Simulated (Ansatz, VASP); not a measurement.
# One calculation of NiO, two programs

INCAR

```
SYSTEM = NiO
ALGO = Normal ; EDIFF = 1E-7
ENCUT = 520 ; GGA = PS
ISIF = 2 ; ISMEAR = -1
ISPIN = 2 ; LASPH = .TRUE.
LCHARG = .TRUE. ; LELF = .TRUE.
LMAXMIX = 4 ; LORBIT = 11
LREAL = .FALSE. ; LVHAR = .TRUE.
LWAVE = .FALSE. ; MAGMOM = 1 0
NBANDS = 19 ; NELM = 150
PREC = Accurate ; SIGMA = 0.05
```

KPOINTS

```
k-points
0
G
  11 11 11
  0 0 0
```

File POSCAR:

```
NiO
1.0
    0.0000000000      2.1133508634      2.1133508634
    2.1133508634      0.0000000000      2.1133508634
    2.1133508634      2.1133508634      0.0000000000
Ni O
1 1
Direct
    0.0000000000      0.0000000000      0.0000000000
    0.5000000000      0.5000000000      0.5000000000
```

The input input.yaml:

```yaml
crystal:
  lattice:
    - [0.0, 2.1133508634, 2.1133508634]
    - [2.1133508634, 0.0, 2.1133508634]
    - [2.1133508634, 2.1133508634, 0.0]
  atoms:
    - { symbol: Ni, position: [0.0, 0.0, 0.0], spin: 1.0 }
    - { symbol: O, position: [0.5, 0.5, 0.5] }
kpoints:
  mp_grid: { grid: [11, 11, 11] }
scf:
  occupations: { method: fermi_dirac, width: 0.05 }
hamiltonian:
  xc: pbesol
  pseudopotentials: { kind: all_electron, lapw: { basis_error: 0.0005 } }
magnetization:
  spin_polarized: true
output:
  forces: true
  stress: true
  eigenvalues: true
```

Change from the starting cell: volume scaled by 1.04.

Alike in both runs: task single point; functional PBEsol; k mesh 11 × 11 × 11; occupations fermi-dirac, width 0.05 eV; collinear spin.

|  | VASP | Ansatz |
| --- | --- | --- |
| version | VASP 6.6.1 | Ansatz 0.2.0 |
| potentials or method | VASP PAW PBE potentials, release 64 (Ni, O), cutoff 520 eV | all-electron LAPW, scalar-relativistic |

```csv
,VASP,Ansatz,Ansatz less VASP
gap on the k mesh at the Fermi level (eV),none,none,-
pressure (GPa),-13.2,-12.5,+0.76
net moment per atom (μB),0.76,0.82,+0.059
size of the moment on the site where the two differ most (μB),1.25,1.36,+0.107
```

VASP's potentials were made for PBE, not for PBEsol. Site moments also hang on the region over which each program counts them. A gap of «none» marks a metal or a gap that the smearing closes. Ansatz ran all-electron here, and VASP with PAW potentials.
